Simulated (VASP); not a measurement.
# FeCo3 (Pm-3m) in VASP: further runs, part 2 of 2

VASP 6.6.1. The steps go on from the part before.

## Step 3: Single point, PBEsol, collinear spin, ferromagnetic start (11.24 Å³/atom)

This run uses another cell than the first one, of 11.24 Å³/atom.

INCAR

```
SYSTEM = FeCo3
ALGO = Normal
EDIFF = 1E-6
ENCUT = 520
GGA = PS
ISIF = 2
ISMEAR = 0
ISPIN = 2
LASPH = .True.
LCHARG = .False.
LMAXMIX = 4
LORBIT = 11
LREAL = .False.
LWAVE = .False.
MAGMOM = 2.77 1.78 1.78 1.78
NBANDS = 30
NELM = 150
PREC = Accurate
SIGMA = 0.1
```

KPOINTS

```
k-points
0
Gamma
  12 12 12
  0 0 0
```

POSCAR

```
FeCo3
1.0
    3.5560544490      0.0000000000      0.0000000000
    0.0000000000      3.5560544490      0.0000000000
    0.0000000000      0.0000000000      3.5560544490
Fe Co
1 3
Direct
    0.0000000000      0.0000000000      0.0000000000
    0.5000000000      0.5000000000      0.0000000000
    0.5000000000      0.0000000000      0.5000000000
    0.0000000000      0.5000000000      0.5000000000
```

Potentials or basis: VASP PAW PBE potentials, release 64 (Fe, Co).

The run is started by

```console
cat potpaw_PBE.64/Fe/POTCAR potpaw_PBE.64/Co/POTCAR > POTCAR
mpirun -np 1 vasp_std > vasp.out
```

OUTCAR:

```text
SYSTEM = FeCo3
   EDIFF = 1E-6
   ENCUT = 520
   GGA = PS
   ISIF = 2
   ISMEAR = 0
   ISPIN = 2
   LASPH = .True.
   LORBIT = 11
   LREAL = .False.
   NELM = 150
   PREC = Accurate

 ion  position               nearest neighbor table
   1  0.000  0.000  0.000-   2 2.51   3 2.51   4 2.51   3 2.51   4 2.51   2 2.51   4 2.51   4 2.51
                             2 2.51   3 2.51   3 2.51   2 2.51
   2  0.500  0.500  0.000-   1 2.51   3 2.51   4 2.51   3 2.51   4 2.51   1 2.51   3 2.51   3 2.51
                             1 2.51   4 2.51   4 2.51   1 2.51
   3  0.500  0.000  0.500-   1 2.51   2 2.51   4 2.51   1 2.51   2 2.51   2 2.51   4 2.51   2 2.51
                             1 2.51   4 2.51   1 2.51   4 2.51
[... 1774 lines left out ...]
     0.000000000  3.556054449  0.000000000     0.000000000  0.281210542  0.000000000
     0.000000000  0.000000000  3.556054449     0.000000000  0.000000000  0.281210542

 POSITION                                       TOTAL-FORCE (eV/Angst)
 -----------------------------------------------------------------------------------
      0.00000      0.00000      0.00000         0.000000      0.000000      0.000000
      1.77803      1.77803      0.00000         0.000000      0.000000      0.000000
      1.77803      0.00000      1.77803         0.000000      0.000000      0.000000
      0.00000      1.77803      1.77803         0.000000      0.000000      0.000000
 -----------------------------------------------------------------------------------
    total drift:                                0.000000      0.000000      0.000000

  FREE ENERGIE OF THE ION-ELECTRON SYSTEM (eV)
  ---------------------------------------------------
  free  energy   TOTEN  =       -31.9375999189 eV

  energy  without entropy=      -31.9164257469  energy(sigma->0) =      -31.92701283

 total charge

# of ion       s       p       d       tot
------------------------------------------
    1        0.480   0.518   6.195   7.193
    2        0.483   0.508   7.245   8.236
    3        0.483   0.508   7.245   8.236
    4        0.483   0.508   7.245   8.236
--------------------------------------------------
tot          1.930   2.041  27.929  31.900

 magnetization (x)

# of ion       s       p       d       tot
------------------------------------------
    1       -0.004  -0.034   2.633   2.595
    2       -0.018  -0.049   1.691   1.624
    3       -0.018  -0.049   1.691   1.624
    4       -0.018  -0.049   1.691   1.624
--------------------------------------------------
tot         -0.057  -0.180   7.706   7.469
```

stdout:

```text
POSCAR found type information on POSCAR FeCo
 POSCAR found :  2 types and       4 ions
 scaLAPACK will be used
 -----------------------------------------------------------------------------
|                                                                             |
|                                                                             |
|     You enforced a specific xc type in the INCAR file but a different       |
|     I HOPE YOU KNOW WHAT YOU ARE DOING!                                     |
|                                                                             |
 -----------------------------------------------------------------------------

 LDA part: xc-table for (Slater+PW92), standard interpolation
 POSCAR, INCAR and KPOINTS ok, starting setup
 FFT: planning ... GRIDC
 FFT: planning ... GRID_SOFT
 FFT: planning ... GRID
 WAVECAR not read
 entering main loop
```

Run time: 1.9 min. Hardware: 1 thread of AMD EPYC 9R45 (Zen 5), shared host; peak memory 0.26 GiB.

What came out:

```
Free energy                                           : -31.9376 eV
Pressure                                              : -12.0 GPa
Net moment                                            : 7.43 μB per cell
Site moments                                          : Fe +2.60; Co +1.62 μB
Valence electrons inside the program's atomic spheres : Fe 7.19; Co 8.24
```

Levels at points of the mesh, in eV from the Fermi level:
Spin up:
```tsv
k point	band 17	band 18	band 19	band 20	band 21	band 22	band 23	band 24	band 25	band 26
(0.00, 0.00, 0.00)	-0.45	-0.45	-0.26	-0.26	-0.26	2.49	2.49	2.49	9.38	9.38
(0.50, 0.00, 0.00)	-1.60	-1.58	-1.19	-1.12	-0.45	-0.26	7.84	7.84	7.85	7.85
(0.50, 0.50, 0.00)	-1.44	-1.38	-1.38	-1.34	1.01	1.01	1.18	1.21	11.47	11.60
(0.50, 0.50, 0.50)	-0.61	-0.61	-0.56	-0.56	-0.27	-0.24	-0.24	-0.24	6.00	6.00
```
Spin down:
```tsv
k point	band 10	band 11	band 12	band 13	band 14	band 15	band 16	band 17
(0.00, 0.00, 0.00)	-0.84	0.54	0.54	1.28	1.36	1.36	1.36	1.78
(0.50, 0.00, 0.00)	-1.75	-0.48	-0.30	-0.03	-0.03	0.25	0.49	0.49
(0.50, 0.50, 0.00)	-1.51	-1.36	-1.15	-0.18	-0.18	-0.14	0.21	0.25
(0.50, 0.50, 0.50)	-0.84	-0.67	-0.67	-0.26	-0.13	-0.13	-0.13	1.21
```

Caveat: the cell stands under tension; the PAW data sets were made with another functional, which shifts forces and pressure a little.

## Step 4: Single point, PBEsol, collinear spin, ferromagnetic start (11.67 Å³/atom)

This run uses another cell than the first one, of 11.67 Å³/atom.

INCAR

```
PREC = Accurate ; ENCUT = 520
EDIFF = 1E-6 ; ISMEAR = 0
SIGMA = 0.1 ; LREAL = False
LASPH = True ; NELM = 150
ALGO = Normal ; ISIF = 2
LWAVE = False ; LCHARG = False
ISPIN = 2 ; MAGMOM = 2.77 1.78 1.78 1.78
LORBIT = 11 ; LMAXMIX = 4
GGA = PS ; NBANDS = 30
```

KPOINTS

```
Automatic mesh
0
Gamma
  12 12 12
```

POSCAR

```
FeCo3
1.0
    3.6002335558      0.0000000000      0.0000000000
    0.0000000000      3.6002335558      0.0000000000
    0.0000000000      0.0000000000      3.6002335558
Fe Co
1 3
Direct
    0.0000000000      0.0000000000      0.0000000000
    0.5000000000      0.5000000000      0.0000000000
    0.5000000000      0.0000000000      0.5000000000
    0.0000000000      0.5000000000      0.5000000000
```

The run is started by

```console
cat potpaw_PBE.64/Fe/POTCAR potpaw_PBE.64/Co/POTCAR > POTCAR
mpirun -np 1 vasp_std > vasp.out
```

Wall time 1.9 min (1 thread of AMD EPYC 9R45 (Zen 5), shared host); peak memory 0.27 GiB.

Results (log left out):

| Item | Value |
| --- | --- |
| Free energy | -31.7813 eV |
| Pressure | -17.5 GPa |
| Net moment | 7.59 μB per cell |
| Site moments | Fe +2.65; Co +1.67 μB |
| Valence electrons inside the program's atomic spheres | Fe 7.12; Co 8.17 |

Levels at points of the mesh, in eV from the Fermi level:
Spin up:
```tsv
k point	band 18	band 19	band 20	band 21	band 22	band 23	band 24	band 25
(0.00, 0.00, 0.00)	-0.53	-0.37	-0.37	-0.37	2.41	2.41	2.41	8.99
(0.50, 0.00, 0.00)	-1.62	-1.25	-1.20	-0.53	-0.37	7.57	7.57	7.57
(0.50, 0.50, 0.00)	-1.43	-1.43	-1.36	0.88	0.88	1.03	1.06	11.11
(0.50, 0.50, 0.50)	-0.70	-0.65	-0.65	-0.25	-0.23	-0.23	-0.23	5.67
```
Spin down:
| k point | band 10 | band 11 | band 12 | band 13 | band 14 | band 15 | band 16 | band 17 |
| --- | --- | --- | --- | --- | --- | --- | --- | --- |
| (0.00, 0.00, 0.00) | -0.78 | 0.54 | 0.54 | 1.24 | 1.30 | 1.30 | 1.30 | 1.73 |
| (0.50, 0.00, 0.00) | -1.65 | -0.43 | -0.26 | -0.02 | -0.02 | 0.27 | 0.50 | 0.50 |
| (0.50, 0.50, 0.00) | -1.41 | -1.26 | -1.06 | -0.14 | -0.14 | -0.10 | 0.21 | 0.26 |
| (0.50, 0.50, 0.50) | -0.77 | -0.60 | -0.60 | -0.24 | -0.13 | -0.13 | -0.13 | 1.16 |

Caveat: the cell stands under tension; the PAW data sets were made with another functional, which shifts forces and pressure a little.

## Step 5: The runs side by side

```tsv
cell	gap on the mesh (eV)	pressure (GPa)	moment (μB)
a = 3.522 Å, 4 atoms	none	-6.8	7.29
a = 3.556 Å, 4 atoms	none	-12.0	7.43
a = 3.600 Å, 4 atoms	none	-17.5	7.59
```

Alike in all rows: task single point; level PBEsol; potentials or basis VASP PAW PBE potentials, release 64 (Fe, Co); spin collinear, ferromagnetic start; k mesh 12 × 12 × 12; cutoff (eV) 520; smearing gaussian 0.1 eV.

Caveats: the cell stands under tension; the PAW data sets were made with another functional, which shifts forces and pressure a little.

Absolute energies hang on the potentials; compare differences alone.
